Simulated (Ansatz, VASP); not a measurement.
One calculation of CaO, two programs

The input POSCAR:

```
CaO
1.0
    0.0000000000      2.3975501260      2.3975501260
    2.3975501260      0.0000000000      2.3975501260
    2.3975501260      2.3975501260      0.0000000000
Ca O
1 1
Direct
    0.0000000000      0.0000000000      0.0000000000
    0.5000000000      0.5000000000      0.5000000000
```

INCAR.step1

```
PREC = Accurate ; ENCUT = 910
ISMEAR = 0 ; SIGMA = 0.01
LREAL = False ; LASPH = True
NELM = 120 ; NBANDS = 15
GGA = PE ; ALGO = Normal
EDIFF = 1E-5 ; LWAVE = True
LCHARG = False ; GGA_COMPAT = False
```

INCAR.step2

```
PREC = Accurate ; ENCUT = 910
EDIFF = 1E-6 ; ISMEAR = 0
SIGMA = 0.01 ; LREAL = False
LASPH = True ; NELM = 120
ALGO = Normal ; ISIF = 2
LWAVE = False ; LCHARG = True
METAGGA = R2SCAN ; LMIXTAU = True
LELF = True ; LVHAR = True
NBANDS = 15 ; ISTART = 1
GGA_COMPAT = False
```

Contents of KPOINTS:

```
Automatic mesh
0
Gamma
  8 8 8
```

Input for Ansatz:

```yaml
crystal:
  lattice:
    - [0.0, 2.397550126, 2.397550126]
    - [2.397550126, 0.0, 2.397550126]
    - [2.397550126, 2.397550126, 0.0]
  atoms:
    - { symbol: Ca, position: [0.0, 0.0, 0.0] }
    - { symbol: O, position: [0.5, 0.5, 0.5] }
kpoints:
  mp_grid: { grid: [8, 8, 8] }
hamiltonian:
  xc: r2scan
scf:
  occupations: { method: fixed }
  n_extra_bands: 4
output:
  forces: true
  stress: true
  eigenvalues: true
```

Alike in both runs: task single point; functional r2SCAN; k mesh 8 × 8 × 8; no spin polarisation.

|  | VASP | Ansatz |
| --- | --- | --- |
| version | VASP 6.6.1 | Ansatz 0.2.0 |
| potentials or method | VASP PAW PBE potentials, release 64 (Ca_sv, O_h) | plane waves, PAW |
| plane-wave cutoff (eV) | 910 | 500 |
| occupations | gaussian, width 0.01 eV | fixed |
| valence electrons in the cell | 16 | 16 |

|  | VASP | Ansatz | Ansatz less VASP |
| --- | --- | --- | --- |
| gap on the k mesh at the Fermi level (eV) | 4.19 | 4.20 | +0.008 |

VASP's potentials were made for PBE, not for r2SCAN.

Noted on VASP's run: the cutoff is short for stress, so the pressure is rough.
